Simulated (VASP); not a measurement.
# Re (Im-3m) in VASP: single point with LDA

Aim: the single point of Re with LDA.

All numbers are computed with VASP 6.6.1; they aren't measurements. Logs are shortened: lines on timing, memory, paths and dates and some standing lists are left out, and cuts for length are marked.

## (1) The cell of the first run

Symmetry: Im-3m, No. 229, cubic system. Conventional cell: a = 3.141 Å, b = 3.141 Å, c = 3.141 Å, α = 90.00°, β = 90.00°, γ = 90.00°. Re (site symmetry m-3m) has 14 Re at 2.72 to 3.14 Å within 3.6 Å.

This isn't the form of Re at room conditions, which is hcp.

## (2) Single point, LDA

INCAR reads:

```
SYSTEM = Re
PREC = Accurate ; ENCUT = 520
EDIFF = 1E-7 ; ISMEAR = -1
SIGMA = 0.05 ; LREAL = .FALSE.
LASPH = .TRUE. ; NELM = 80
ALGO = Normal ; ISIF = 2
LWAVE = .FALSE. ; LCHARG = .TRUE.
GGA = CA ; LELF = .TRUE.
LVHAR = .TRUE. ; NBANDS = 10
```

KPOINTS reads:

```
Automatic mesh
0
G
  19 19 19
  0 0 0
```

POSCAR reads:

```
Re
1.0
   -1.5706359756      1.5706359756      1.5706359756
    1.5706359756     -1.5706359756      1.5706359756
    1.5706359756      1.5706359756     -1.5706359756
Re
1
Direct
    0.0000000000      0.0000000000      0.0000000000
```

Potentials or basis: VASP PAW LDA potentials, release 64 (Re).

The run is started by

```bash
$ cat potpaw_LDA.64/Re/POTCAR > POTCAR
$ mpirun -np 1 vasp_std > vasp.out
```

OUTCAR:

```text
SYSTEM = Re
   PREC = Accurate
   ENCUT = 520
   EDIFF = 1E-7
   ISMEAR = -1
   LREAL = .FALSE.
   LASPH = .TRUE.
   NELM = 80
   ISIF = 2
   GGA = CA

 ion  position               nearest neighbor table
   1  0.000  0.000  0.000-

  LATTYP: Found a body centered cubic cell.
 ALAT       =     3.1412719512

  Lattice vectors:

 A1 = (  -1.5706359756,   1.5706359756,   1.5706359756)
 A2 = (   1.5706359756,  -1.5706359756,   1.5706359756)
 A3 = (   1.5706359756,   1.5706359756,  -1.5706359756)

Analysis of symmetry for initial positions (statically):
=====================================================================
 Subroutine PRICEL returns:
 Original cell was already a primitive cell.

 Routine SETGRP: Setting up the symmetry group for a
 body centered cubic supercell.

 Subroutine GETGRP returns: Found 48 space group operations
 (whereof 48 operations were pure point group operations)
 out of a pool of 48 trial point group operations.

The static configuration has the point symmetry O_h .

Analysis of symmetry for dynamics (positions and initial velocities):
=====================================================================
 Subroutine PRICEL returns:
 Original cell was already a primitive cell.

 Routine SETGRP: Setting up the symmetry group for a
 body centered cubic supercell.

 Subroutine GETGRP returns: Found 48 space group operations
 (whereof 48 operations were pure point group operations)
 out of a pool of 48 trial point group operations.

The dynamic configuration has the point symmetry O_h .

 Subroutine INISYM returns: Found 48 space group operations
 (whereof 48 operations are pure point group operations),
 and found     1 'primitive' translations

----------------------------------------------------------------------------------------

                                     Primitive cell

  volume of cell :      15.4984

  direct lattice vectors                    reciprocal lattice vectors
    -1.570635976  1.570635976  1.570635976     0.000000000  0.318342383  0.318342383
     1.570635976 -1.570635976  1.570635976     0.318342383  0.000000000  0.318342383
     1.570635976  1.570635976 -1.570635976     0.318342383  0.318342383  0.000000000

  length of vectors
     2.720421310  2.720421310  2.720421310     0.450204116  0.450204116  0.450204116

  position of ions in fractional coordinates (direct lattice)
     0.000000000  0.000000000  0.000000000

  ion indices of the primitive-cell ions
   primitive index   ion index
                 1           1

----------------------------------------------------------------------------------------

 KPOINTS: Automatic mesh

Automatic generation of k-mesh.
 Grid dimensions read from file:
 generate k-points for:   19   19   19

 Generating k-lattice:

  Cartesian coordinates                     Fractional coordinates (reciprocal lattice)
     0.000000000  0.016754862  0.016754862     0.052631579  0.000000000  0.000000000
     0.016754862  0.000000000  0.016754862     0.000000000  0.052631579  0.000000000
     0.016754862  0.016754862  0.000000000     0.000000000  0.000000000  0.052631579

  Length of vectors
     0.023694953  0.023694953  0.023694953

  Shift w.r.t. Gamma in fractional coordinates (k-lattice)
     0.000000000  0.000000000  0.000000000

 Subroutine IBZKPT returns following result:
 ===========================================

 Found    220 irreducible k-points:

 Following reciprocal coordinates:
            Coordinates               Weight
  0.000000  0.000000  0.000000      1.000000
  0.052632  0.000000  0.000000     12.000000
  0.105263  0.000000  0.000000     12.000000
  0.157895  0.000000  0.000000     12.000000
  0.210526  0.000000  0.000000     12.000000
  0.263158  0.000000  0.000000     12.000000
[... 16 lines left out ...]
  0.263158  0.105263  0.000000     48.000000
  0.315789  0.105263  0.000000     48.000000
 [... further k-points ...]
   k-points           NKPTS =    220   k-points in BZ     NKDIM =    220   number of bands    NBANDS=     10
   number of dos      NEDOS =    301   number of ions     NIONS =      1
   total plane-waves  NPLWV =   8000
   dimension x,y,z NGX =    20 NGY =   20 NGZ =   20
   dimension x,y,z NGXF=    40 NGYF=   40 NGZF=   40
   ions per type =               1
   NGX,Y,Z   is equivalent  to a cutoff of  12.22, 12.22, 12.22 a.u.
   NGXF,Y,Z  is equivalent  to a cutoff of  24.44, 24.44, 24.44 a.u.
 SYSTEM =  Re
   PREC   = accura    normal or accurate (medium, high low for compatibility)
   ISTART =      0    job   : 0-new  1-cont  2-samecut
   ICHARG =      2    charge: 1-file 2-atom 10-const
   ISPIN  =      1    spin polarized calculation?
   LNONCOLLINEAR =      F non collinear calculations
   LSORBIT =      F    spin-orbit coupling
   LASPH  =      T    aspherical Exc in radial PAW
   ENCUT  =  520.0 eV  38.22 Ry    6.18 a.u.   5.06  5.06  5.06*2*pi/ulx,y,z
   NELM   =     80;   NELMIN=  2; NELMDL= -5     # of ELM steps
   EDIFF  = 0.1E-06   stopping-criterion for ELM
   LREAL  =      F    real-space projection
   EDIFFG = 0.1E-05   stopping-criterion for IOM
   NSW    =      0    number of steps for IOM
   IBRION =     -1    ionic relax: 0-MD 1-quasi-New 2-CG
   NFREE  =      0    steps in history (QN), initial steepest desc. (CG)
   ISIF   =      2    stress and relaxation
   ISYM   =      2    0-nonsym 1-usesym 2-fastsym
   POTIM  = 0.5000    time-step for ionic-motion
   TEBEG  =    0.0;   TEEND  =   0.0 temperature during run
   PSTRESS=    0.0 pullay stress
   NELECT =       7.0000    total number of electrons
   NUPDOWN=      -1.0000    fix difference up-down
   EMIN   =  10.00;   EMAX   =-10.00  energy-range for DOS
   EFERMI =   0.00;   METHOD = LEGACY
   ISMEAR =    -1;   SIGMA  =   0.05  broadening in eV -4-tet -1-fermi 0-gaus
   EFERMI_NEDOS =   21; number of points for ismear=-14 and -15
   IALGO  =     38    algorithm
   IMIX   =      4    mixing-type and parameters
     AMIX     =   0.40;   BMIX     =  1.00
     AMIX_MAG =   1.60;   BMIX_MAG =  1.00
  volume/ion in A,a.u.               =      15.50       104.59
  Fermi-wavevector in a.u.,A,eV,Ry     =   1.256065  2.373618 21.465888  1.577698
  Thomas-Fermi vector in A             =   2.389791
   LORBIT       =      0    0 simple, 1 ext, 2 COOP (PROOUT), +10 PAW based schemes
   GGA     = CA    functional components
   LHFCALC =     F    Hartree Fock is set to
   AEXX    =    0.0000 exact exchange contribution
   IVDW    =     0    specifies the selected vdW correction
   LEPSILON=     F    determine dielectric tensor
   LRPA    =     F    only Hartree local field effects (RPA)
 non-spin polarized calculation
  energy-cutoff  :      520.00
  volume of cell :       15.50
 maximum number of plane-waves:       432
   NGX = 11   NGY = 11   NGZ = 11

 number of electron       7.0000001 magnetization

 Free energy of the ion-electron system (eV)
  ---------------------------------------------------
  ext. energy  EPLUGINS =         0.00000000
  ---------------------------------------------------
  free energy    TOTEN  =       -13.35346464 eV

  energy without entropy =      -13.34254262  energy(sigma->0) =      -13.34800363

 E-fermi :   8.0453     XC(G=0): -13.5662

 val. band max:        8.0445738453   @ k =   0.1579   0.0526   0.0000
 cond. band min:       8.0558554765   @ k =  -0.3158   0.3684   0.0526
 fundamental gap:      0.0112816312
 Fermi energy:         8.0453085060

 k-point     1 :       0.0000    0.0000    0.0000
  band No.  band energies     occupation
      1      -2.2243      2.00000
      2       5.5293      2.00000
      3       5.5293      2.00000
      4       5.5294      2.00000
      5       8.7541      0.00000
      6       8.7541      0.00000
      7      23.6000      0.00000
      8      23.6000      0.00000
      9      23.6000      0.00000
     10      35.1568      0.00000

 k-point     2 :       0.0526    0.0000    0.0000
  band No.  band energies     occupation
      1      -2.0950      2.00000
      2       5.4586      2.00000
      3       5.5197      2.00000
      4       5.6525      2.00000
      5       8.6478      0.00001
      6       8.7578      0.00000
      7      23.6982      0.00000
      8      23.8164      0.00000
      9      23.8642      0.00000
     10      33.7289      0.00000

 k-point     3 :       0.1053    0.0000    0.0000
  band No.  band energies     occupation
      1      -1.7188      2.00000
      2       5.2597      2.00000
      3       5.4731      2.00000
      4       6.0176      2.00000
      5       8.4028      0.00157
      6       8.7724      0.00000
      7      23.9346      0.00000
      8      24.4497      0.00000
      9      24.5287      0.00000
     10      31.8761      0.00000

 k-point     4 :       0.1579    0.0000    0.0000
  band No.  band energies     occupation
      1      -1.1338      2.00000
      2       4.9681      2.00000
      3       5.3580      2.00000
      4       6.6126      2.00000
      5       8.1850      0.11530
      6       8.8069      0.00000
      7      24.0976      0.00000
      8      25.1547      0.00000
      9      25.4581      0.00000
     10      30.5331      0.00000
[... 222 lines left out ...]
 k-point    22 :       0.2105    0.1053    0.0000
  band No.  band energies     occupation
      1       0.6227      2.00000
      2       4.3165      2.00000
      3       4.7847      2.00000
      4       7.9532      1.72657
      5       8.9452      0.00000
      6       9.2175      0.00000
      7      22.8716      0.00000
      8      24.0348      0.00000
      9      27.3994      0.00000
     10      28.3863      0.00000

 k-point    23 :       0.2632    0.1053    0.0000
  band No.  band energies     occupation
      1       1.1500      2.00000
      2       4.0178      2.00000
      3       5.0051      2.00000
      4       8.1668      0.16182
      5       9.3111      0.00000
      6      10.1082      0.00000
      7      21.3238      0.00000
      8      22.8175      0.00000
      9      27.0496      0.00000
     10      28.8765      0.00000

 k-point    24 :       0.3158    0.1053    0.0000
  band No.  band energies     occupation
      1       1.3717      2.00000
      2       3.7830      2.00000
      3       5.6073      2.00000
      4       8.4262      0.00098
      5       9.4282      0.00000
      6      11.2726      0.00000
      7      19.6569      0.00000
      8      21.7406      0.00000
      9      25.8063      0.00000
     10      30.3609      0.00000

 [... further k-points ...]

------------------------ aborting loop because EDIFF is reached ----------------------------------------

  FORCE on cell =-STRESS in cart. coord.  units (eV):
  Direction    XX          YY          ZZ          XY          YZ          ZX
  --------------------------------------------------------------------------------------
  -------------------------------------------------------------------------------------
  Total       -2.1786462     -2.1786462     -2.1786462     -0.0000000      0.0000000      0.0000000
  in kB     -225.2219278   -225.2219278   -225.2219278     -0.0000000      0.0000000      0.0000000
  external PRESSURE =    -225.2219278 kB  Pullay stress =       0.0000000 kB

 VOLUME and BASIS-vectors are now :
 -----------------------------------------------------------------------------
  energy-cutoff  :      520.00
  volume of cell :       15.50
      direct lattice vectors                 reciprocal lattice vectors
    -1.570635976  1.570635976  1.570635976     0.000000000  0.318342383  0.318342383
     1.570635976 -1.570635976  1.570635976     0.318342383  0.000000000  0.318342383
     1.570635976  1.570635976 -1.570635976     0.318342383  0.318342383  0.000000000

 POSITION                                       TOTAL-FORCE (eV/Angst)
 -----------------------------------------------------------------------------------
      0.00000      0.00000      0.00000         0.000000      0.000000     -0.000000
 -----------------------------------------------------------------------------------
    total drift:                                0.000000     -0.000000     -0.000000

  FREE ENERGIE OF THE ION-ELECTRON SYSTEM (eV)
  ---------------------------------------------------
  free  energy   TOTEN  =       -13.3534646362 eV

  energy  without entropy=      -13.3425426157  energy(sigma->0) =      -13.34800363
```

Run time: 29 s. Hardware: 1 thread of AMD EPYC 7R43 (Zen 3), shared host; peak memory 0.12 GiB.

Results:

```
Free energy            : -13.3535 eV
Pressure               : -22.5 GPa
Band gap on the k mesh : zero (an odd number of electrons rules out a gap without spin polarisation)
```

Levels at points of the mesh, in eV from the Fermi level:
| k point | band 1 | band 2 | band 3 | band 4 | band 5 | band 6 | band 7 | band 8 |
| --- | --- | --- | --- | --- | --- | --- | --- | --- |
| (0.00, 0.00, 0.00) | -10.27 | -2.52 | -2.52 | -2.52 | 0.71 | 0.71 | 15.55 | 15.55 |

Caveat: the cell stands under tension; spin-orbit coupling is left out, which moves the levels of the heavy elements.
